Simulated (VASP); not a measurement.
A run of VASP 6.6.1:

INCAR

```
SYSTEM = ZnS
  PREC = Accurate
  ENCUT = 520
  EDIFF = 1E-7
  ISMEAR = 0
  SIGMA = 0.01
  LREAL = .FALSE.
  LASPH = .TRUE.
  NELM = 80
  ALGO = Normal
  ISIF = 2
  LWAVE = .FALSE.
  LCHARG = .FALSE.
  GGA = PS
  NBANDS = 16
```

KPOINTS

```
Automatic mesh
0
G
  6 6 6
  0 0 0
```

Contents of POSCAR:

```
ZnS
1.0
    0.0000000000      2.7722130048      2.7722130048
    2.7722130048      0.0000000000      2.7722130048
    2.7722130048      2.7722130048      0.0000000000
Zn S
1 1
Direct
    0.2500000000      0.2500000000      0.2500000000
    0.0000000000      0.0000000000      0.0000000000
```

Potentials or basis: VASP PAW PBE potentials, release 64 (Zn, S).

Run with:

```bash
$ cat potpaw_PBE.64/Zn/POTCAR potpaw_PBE.64/S/POTCAR > POTCAR
$ mpirun -np 1 vasp_std > vasp.out
```

Hardware: 1 thread of AMD EPYC 9R45 96-Core Processor (Zen 5), on a shared host.

Task: Estimate the wall time of this run.

Result: Wall time 7.1 s on 1 thread of AMD EPYC 9R45 96-Core Processor (Zen 5), on a shared host, peak memory 0.13 GiB. Counts: scf iterations 13, k points 16.
